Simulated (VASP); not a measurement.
# In3As (P4/mmm) in VASP: single point with PBEsol+D3(BJ)

Aim: the single point of In3As with PBEsol+D3(BJ).

Everything below comes from runs of VASP 6.6.1. Logs are shortened: lines on timing, memory, paths and dates and some standing lists are left out, and cuts for length are marked.

## 1. The cell of the first run

Symmetry: P4/mmm, No. 123, tetragonal system. The conventional cell has a = 4.502 Å, b = 4.502 Å, c = 3.827 Å, α = 90.00°, β = 90.00°, γ = 90.00°. Within 3.9 Å of In (site symmetry 4/mmm) lie 10 In at 2.95 to 3.83 Å and 4 As at 3.18 Å. In (site symmetry mmm) has 10 In at 2.95 to 3.83 Å and 4 As at 2.95 Å within 3.9 Å. As (site symmetry 4/mmm) has 12 In at 2.95 to 3.18 Å and 2 As at 3.83 Å within 3.9 Å.

## 2. Single point, PBEsol+D3(BJ) (strain -0.1500 x Voigt [1, 0, 0, 0, 0, 0])

File INCAR:

```
SYSTEM = In3As
PREC     = Accurate       ! precision mode
ENCUT    = 520            ! plane-wave cutoff, eV
EDIFF    = 1E-6           ! SCF threshold, eV
ISMEAR   = 0              ! smearing method
SIGMA    = 0.15           ! smearing width, eV
LREAL    = .False.        ! projectors in reciprocal space
LASPH    = .True.         ! aspherical terms in the spheres
NELM     = 60             ! most SCF steps
ALGO     = Fast           ! electronic algorithm
ISIF     = 2              ! what is computed and relaxed
LWAVE    = .False.        ! write WAVECAR
LCHARG   = .True.         ! write CHGCAR
GGA      = PS             ! functional
IVDW     = 12             ! dispersion correction
LELF     = .True.         ! ELF
LVHAR    = .True.       
NBANDS   = 30             ! bands
```

File KPOINTS:

```
regular mesh
0
Gamma
  10 10 10
  0 0 0
```

File POSCAR:

```
In3As
1.0
    3.8270772446      0.0000000000      0.0000000000
    0.0000000000      4.5024438172      0.0000000000
    0.0000000000      0.0000000000      4.5024438172
In As
3 1
Direct
    0.0000000000      0.5000000000      0.5000000000
    0.5000000000      0.0000000000      0.5000000000
    0.5000000000      0.5000000000      0.0000000000
    0.0000000000      0.0000000000      0.0000000000
```

Potentials or basis: VASP PAW PBE potentials, release 64 (In_d, As).

The run is started by

```console
$ cat potpaw_PBE.64/In_d/POTCAR potpaw_PBE.64/As/POTCAR > POTCAR
$ mpirun -np 1 vasp_std > vasp.out
```

OUTCAR:

```text
SYSTEM = In3As
   PREC = Accurate
   ENCUT = 520
   EDIFF = 1E-6
   ISMEAR = 0
   LREAL = .False.
   LASPH = .True.
   NELM = 60
   ISIF = 2
   GGA = PS
   IVDW = 12
 IVDW          = 12

 ion  position               nearest neighbor table
   1  0.000  0.500  0.500-   2 2.95   3 2.95   3 2.95   2 2.95   2 2.95   3 2.95   3 2.95   2 2.95
                             4 3.18   4 3.18   4 3.18   4 3.18
   2  0.500  0.000  0.500-   1 2.95   4 2.95   4 2.95   1 2.95   1 2.95   4 2.95   4 2.95   1 2.95
                             3 3.18   3 3.18   3 3.18   3 3.18
   3  0.500  0.500  0.000-   1 2.95   4 2.95   1 2.95   4 2.95   1 2.95   4 2.95   1 2.95   4 2.95
                             2 3.18   2 3.18   2 3.18   2 3.18
   4  0.000  0.000  0.000-   2 2.95   3 2.95   2 2.95   3 2.95   2 2.95   3 2.95   2 2.95   3 2.95
                             1 3.18   1 3.18   1 3.18   1 3.18

  LATTYP: Found a simple tetragonal cell.
 ALAT       =     4.5024438172
 C/A-ratio  =     0.8500000000

  Lattice vectors:

 A1 = (   0.0000000000,   4.5024438172,   0.0000000000)
 A2 = (   0.0000000000,   0.0000000000,   4.5024438172)
 A3 = (   3.8270772446,   0.0000000000,   0.0000000000)

Analysis of symmetry for initial positions (statically):
=====================================================================
 Subroutine PRICEL returns:
 Original cell was already a primitive cell.

 Routine SETGRP: Setting up the symmetry group for a
 simple tetragonal supercell.

 Subroutine GETGRP returns: Found 16 space group operations
 (whereof 16 operations were pure point group operations)
 out of a pool of 16 trial point group operations.

The static configuration has the point symmetry D_4h.

Analysis of symmetry for dynamics (positions and initial velocities):
=====================================================================
 Subroutine PRICEL returns:
 Original cell was already a primitive cell.

 Routine SETGRP: Setting up the symmetry group for a
 simple tetragonal supercell.

 Subroutine GETGRP returns: Found 16 space group operations
 (whereof 16 operations were pure point group operations)
 out of a pool of 16 trial point group operations.

The dynamic configuration has the point symmetry D_4h.

 Subroutine INISYM returns: Found 16 space group operations
 (whereof 16 operations are pure point group operations),
 and found     1 'primitive' translations

----------------------------------------------------------------------------------------

                                     Primitive cell

  volume of cell :      77.5825

  direct lattice vectors                    reciprocal lattice vectors
     3.827077245  0.000000000  0.000000000     0.261296006  0.000000000  0.000000000
     0.000000000  4.502443817  0.000000000     0.000000000  0.222101605  0.000000000
     0.000000000  0.000000000  4.502443817     0.000000000  0.000000000  0.222101605

  length of vectors
     3.827077245  4.502443817  4.502443817     0.261296006  0.222101605  0.222101605

  position of ions in fractional coordinates (direct lattice)
     0.000000000  0.500000000  0.500000000
     0.500000000  0.000000000  0.500000000
     0.500000000  0.500000000  0.000000000
     0.000000000  0.000000000  0.000000000

  ion indices of the primitive-cell ions
   primitive index   ion index
                 1           1
                 2           2
                 3           3
                 4           4

----------------------------------------------------------------------------------------

 KPOINTS: regular mesh

Automatic generation of k-mesh.
 Grid dimensions read from file:
 generate k-points for:   10   10   10

 Generating k-lattice:

  Cartesian coordinates                     Fractional coordinates (reciprocal lattice)
     0.026129601  0.000000000  0.000000000     0.100000000  0.000000000  0.000000000
     0.000000000  0.022210161  0.000000000     0.000000000  0.100000000  0.000000000
     0.000000000  0.000000000  0.022210161     0.000000000  0.000000000  0.100000000

  Length of vectors
     0.026129601  0.022210161  0.022210161

  Shift w.r.t. Gamma in fractional coordinates (k-lattice)
     0.000000000  0.000000000  0.000000000

 Subroutine IBZKPT returns following result:
 ===========================================

 Found    126 irreducible k-points:

 Following reciprocal coordinates:
            Coordinates               Weight
  0.000000  0.000000  0.000000      1.000000
  0.100000  0.000000  0.000000      2.000000
  0.200000  0.000000  0.000000      2.000000
  0.300000  0.000000  0.000000      2.000000
  0.400000  0.000000  0.000000      2.000000
  0.500000  0.000000  0.000000      1.000000
[... 16 lines left out ...]
  0.400000  0.300000  0.000000      8.000000
  0.500000  0.300000  0.000000      4.000000
 [... further k-points ...]
   k-points           NKPTS =    126   k-points in BZ     NKDIM =    126   number of bands    NBANDS=     30
   number of dos      NEDOS =    301   number of ions     NIONS =      4
   total plane-waves  NPLWV =  36288
   dimension x,y,z NGX =    28 NGY =   36 NGZ =   36
   dimension x,y,z NGXF=    56 NGYF=   72 NGZF=   72
   ions per type =               3   1
   NGX,Y,Z   is equivalent  to a cutoff of  12.16, 13.29, 13.29 a.u.
   NGXF,Y,Z  is equivalent  to a cutoff of  24.33, 26.58, 26.58 a.u.
 SYSTEM =  In3As
   PREC   = accura    normal or accurate (medium, high low for compatibility)
   ISTART =      0    job   : 0-new  1-cont  2-samecut
   ICHARG =      2    charge: 1-file 2-atom 10-const
   ISPIN  =      1    spin polarized calculation?
   LNONCOLLINEAR =      F non collinear calculations
   LSORBIT =      F    spin-orbit coupling
   LASPH  =      T    aspherical Exc in radial PAW
   ENCUT  =  520.0 eV  38.22 Ry    6.18 a.u.   7.12  8.37  8.37*2*pi/ulx,y,z
   NELM   =     60;   NELMIN=  2; NELMDL= -5     # of ELM steps
   EDIFF  = 0.1E-05   stopping-criterion for ELM
   LREAL  =      F    real-space projection
   EDIFFG = 0.1E-04   stopping-criterion for IOM
   NSW    =      0    number of steps for IOM
   IBRION =     -1    ionic relax: 0-MD 1-quasi-New 2-CG
   NFREE  =      0    steps in history (QN), initial steepest desc. (CG)
   ISIF   =      2    stress and relaxation
   ISYM   =      2    0-nonsym 1-usesym 2-fastsym
   POTIM  = 0.5000    time-step for ionic-motion
   TEBEG  =    0.0;   TEEND  =   0.0 temperature during run
   PSTRESS=    0.0 pullay stress
   NELECT =      44.0000    total number of electrons
   NUPDOWN=      -1.0000    fix difference up-down
   EMIN   =  10.00;   EMAX   =-10.00  energy-range for DOS
   EFERMI =   0.00;   METHOD = LEGACY
   ISMEAR =     0;   SIGMA  =   0.15  broadening in eV -4-tet -1-fermi 0-gaus
   EFERMI_NEDOS =   21; number of points for ismear=-14 and -15
   IALGO  =     68    algorithm
   IMIX   =      4    mixing-type and parameters
     AMIX     =   0.40;   BMIX     =  1.00
     AMIX_MAG =   1.60;   BMIX_MAG =  1.00
  volume/ion in A,a.u.               =      19.40       130.89
  Fermi-wavevector in a.u.,A,eV,Ry     =   1.355099  2.560766 24.984297  1.836294
  Thomas-Fermi vector in A             =   2.482215
   LORBIT       =      0    0 simple, 1 ext, 2 COOP (PROOUT), +10 PAW based schemes
   GGA     = PS    functional components
   LHFCALC =     F    Hartree Fock is set to
   AEXX    =    0.0000 exact exchange contribution
   IVDW    =    12    specifies the selected vdW correction
   LEPSILON=     F    determine dielectric tensor
   LRPA    =     F    only Hartree local field effects (RPA)
 non-spin polarized calculation
 RMM-DIIS sequential band-by-band and
 Gauss-broadening in eV      SIGMA  =   0.15
  energy-cutoff  :      520.00
  volume of cell :       77.58
 maximum number of plane-waves:      2134
   NGX = 15   NGY = 17   NGZ = 17

 number of electron      44.0000014 magnetization

 Free energy of the ion-electron system (eV)
  ---------------------------------------------------
  ext. energy  EPLUGINS =         0.00000000
  ---------------------------------------------------
  free energy    TOTEN  =       -12.94877333 eV

  energy without entropy =      -12.92557364  energy(sigma->0) =      -12.93717349

 E-fermi :  10.0875     XC(G=0): -11.6207

 val. band max:       10.0785963412   @ k =   0.3000   0.3000   0.1000
 cond. band min:      10.0918473628   @ k =   0.1000   0.5000   0.3000
 fundamental gap:      0.0132510217
 Fermi energy:        10.0875229591

 k-point     1 :       0.0000    0.0000    0.0000
  band No.  band energies     occupation
      1      -5.4102      2.00000
      2      -5.3366      2.00000
      3      -5.3366      2.00000
      4      -5.2009      2.00000
      5      -5.1128      2.00000
      6      -4.9445      2.00000
[... 22 lines left out ...]
     29      16.0913      0.00000
     30      16.5691      0.00000

 k-point     2 :       0.1000    0.0000    0.0000
  band No.  band energies     occupation
      1      -5.3808      2.00000
      2      -5.3164      2.00000
      3      -5.3164      2.00000
      4      -5.1898      2.00000
      5      -5.0918      2.00000
      6      -4.9367      2.00000
[... 22 lines left out ...]
     29      16.2812      0.00000
     30      16.6234      0.00000

 k-point     3 :       0.2000    0.0000    0.0000
  band No.  band energies     occupation
      1      -5.2976      2.00000
      2      -5.2563      2.00000
      3      -5.2563      2.00000
      4      -5.1584      2.00000
      5      -5.0334      2.00000
      6      -4.9157      2.00000
[... 22 lines left out ...]
     29      16.7653      0.00000
     30      16.7836      0.00000

 k-point     4 :       0.3000    0.0000    0.0000
  band No.  band energies     occupation
      1      -5.1763      2.00000
      2      -5.1581      2.00000
      3      -5.1581      2.00000
      4      -5.1134      2.00000
      5      -4.9514      2.00000
      6      -4.8871      2.00000
[... 22 lines left out ...]
     29      17.0362      0.00000
     30      17.6476      0.00000

 k-point     5 :       0.4000    0.0000    0.0000
  band No.  band energies     occupation
      1      -5.0685      2.00000
      2      -5.0483      2.00000
      3      -5.0267      2.00000
      4      -5.0267      2.00000
      5      -4.8702      2.00000
      6      -4.8511      2.00000
[... 22 lines left out ...]
     29      17.0273      0.00000
     30      17.1486      0.00000
[... 526 lines left out ...]
     29      16.6507      0.00000
     30      17.1425      0.00000

 k-point    22 :       0.3000    0.3000    0.0000
  band No.  band energies     occupation
      1      -5.1925      2.00000
      2      -5.1702      2.00000
      3      -5.0379      2.00000
      4      -4.9864      2.00000
      5      -4.9384      2.00000
      6      -4.8266      2.00000
[... 22 lines left out ...]
     29      16.0312      0.00000
     30      17.0006      0.00000

 k-point    23 :       0.4000    0.3000    0.0000
  band No.  band energies     occupation
      1      -5.1552      2.00000
      2      -5.0794      2.00000
      3      -5.0271      2.00000
      4      -4.9164      2.00000
      5      -4.8862      2.00000
      6      -4.8691      2.00000
[... 22 lines left out ...]
     29      15.2450      0.00000
     30      18.9604      0.00000

 k-point    24 :       0.5000    0.3000    0.0000
  band No.  band energies     occupation
      1      -5.1029      2.00000
      2      -5.0824      2.00000
      3      -5.0190      2.00000
      4      -4.9484      2.00000
      5      -4.8541      2.00000
      6      -4.7935      2.00000
[... 22 lines left out ...]
     29      14.6655      0.00000
     30      19.9198      0.00000

 [... further k-points ...]

------------------------ aborting loop because EDIFF is reached ----------------------------------------

 Edisp (eV)   -1.87447

 E8    (eV) :    -1.3244

  FORCE on cell =-STRESS in cart. coord.  units (eV):
  Direction    XX          YY          ZZ          XY          YZ          ZX
  --------------------------------------------------------------------------------------
  -------------------------------------------------------------------------------------
  Total       6.54305     6.99739     6.99739     0.00000     0.00000    -0.00000
  in kB     135.12225   144.50495   144.50495     0.00000     0.00000    -0.00000
  external pressure =      141.38 kB  Pullay stress =        0.00 kB

 VOLUME and BASIS-vectors are now :
 -----------------------------------------------------------------------------
  energy-cutoff  :      520.00
  volume of cell :       77.58
      direct lattice vectors                 reciprocal lattice vectors
     3.827077245  0.000000000  0.000000000     0.261296006  0.000000000  0.000000000
     0.000000000  4.502443817  0.000000000     0.000000000  0.222101605  0.000000000
     0.000000000  0.000000000  4.502443817     0.000000000  0.000000000  0.222101605

 POSITION                                       TOTAL-FORCE (eV/Angst)
 -----------------------------------------------------------------------------------
      0.00000      2.25122      2.25122         0.000000      0.000000      0.000000
      1.91354      0.00000      2.25122         0.000000      0.000000      0.000000
      1.91354      2.25122      0.00000         0.000000      0.000000      0.000000
      0.00000      0.00000      0.00000         0.000000      0.000000      0.000000
 -----------------------------------------------------------------------------------
    total drift:                               -0.000000      0.000000      0.000000

  FREE ENERGIE OF THE ION-ELECTRON SYSTEM (eV)
  ---------------------------------------------------
  free  energy   TOTEN  =       -14.8232437203 eV

  energy  without entropy=      -14.8000440319  energy(sigma->0) =      -14.81164388
```

It took 4.1 min on 1 thread of Intel Xeon Platinum 8488C (Sapphire Rapids), shared host; peak memory 0.37 GiB.

What came out:

```yaml
Free_energy: -14.8232 eV
Pressure: 14.1 GPa
Band_gap_on_the_k_mesh: zero (band 22 reaches 12.24 eV, above the bottom of band 23 at 5.62 eV)
Dispersion_energy_per_atom: -0.469 eV
```

Caveat: the cell differs from its parent crystal (strain -0.1500 x Voigt [1, 0, 0, 0, 0, 0]); the PAW data sets were made with another functional, which shifts forces and pressure a little; spin-orbit coupling is left out, which moves the levels of the heavy elements; pairwise dispersion overbinds metals, which lowers pressure and volume.
